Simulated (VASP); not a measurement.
SiO2: vibrations by perturbation theory with LDA

SiO2:

```xyz
6
Lattice="4.1550 0.0000 0.0000 0.0000 4.1550 0.0000 0.0000 0.0000 2.6614" Properties=species:S:1:pos:R:3 pbc="T T T"
Si    0.0000    0.0000    0.0000
Si    2.0775    2.0775    1.3307
O     1.2696    1.2696    0.0000
O     0.8078    3.3471    1.3307
O     2.8853    2.8853    0.0000
O     3.3471    0.8078    1.3307
```

| Item | Value |
| --- | --- |
| Program | VASP 6.6.1 |
| Task | vibrations by perturbation theory |
| Functional | LDA |
| Potentials or basis | VASP PAW LDA potentials, release 64 (Si, O) |
| Cutoff | 520 eV |
| k mesh | 6 × 6 × 8 |
| Occupations | gaussian, width 0.01 eV |
| Spin | no spin polarisation |
| Dipole correction | no |
| Further INCAR settings | ALGO = Normal; EDIFF = 1e-08; NBANDS = 25; IBRION = 8; NSW = 1 |

- Electronic dielectric tensor (diagonal): 3.35, 3.35, 3.53
- Born charges (mean of the diagonal): Si +3.86; O -1.93 e
- Highest phonon frequency at Γ, LO-TO splitting left out: 952 cm⁻¹

Phonon frequencies in cm⁻¹ (negative: imaginary):
```
              q point                                                        frequencies
(0.000, 0.000, 0.000)  0 0 0 218 386 469 469 589 589 591 591 592 666 758 766 827 827 952
```

Electronic dielectric tensor:
```
3.35 0.00 0.00
0.00 3.35 0.00
0.00 0.00 3.53
```

Born effective charge tensors (e):
atom 1, Si
```
3.78 0.35 0.00
0.35 3.78 0.00
0.00 0.00 4.03
```
atom 2, Si
```
 3.78 -0.35  0.00
-0.35  3.78  0.00
 0.00  0.00  4.03
```
atom 3, O
```
-1.89 -0.55  0.00
-0.55 -1.89  0.00
 0.00  0.00 -2.01
```
atom 4, O
```
-1.89  0.55  0.00
 0.55 -1.89  0.00
 0.00  0.00 -2.01
```
atom 5, O
```
-1.89 -0.55  0.00
-0.55 -1.89  0.00
 0.00  0.00 -2.01
```
atom 6, O
```
-1.89  0.55  0.00
 0.55 -1.89  0.00
 0.00  0.00 -2.01
```

Run time: 11 min on 1 thread of AMD EPYC 9R14 (Zen 4), with other jobs on the host, peak memory 0.47 GiB.

Caveat: the cell stands under pressure or tension, which shifts response properties.
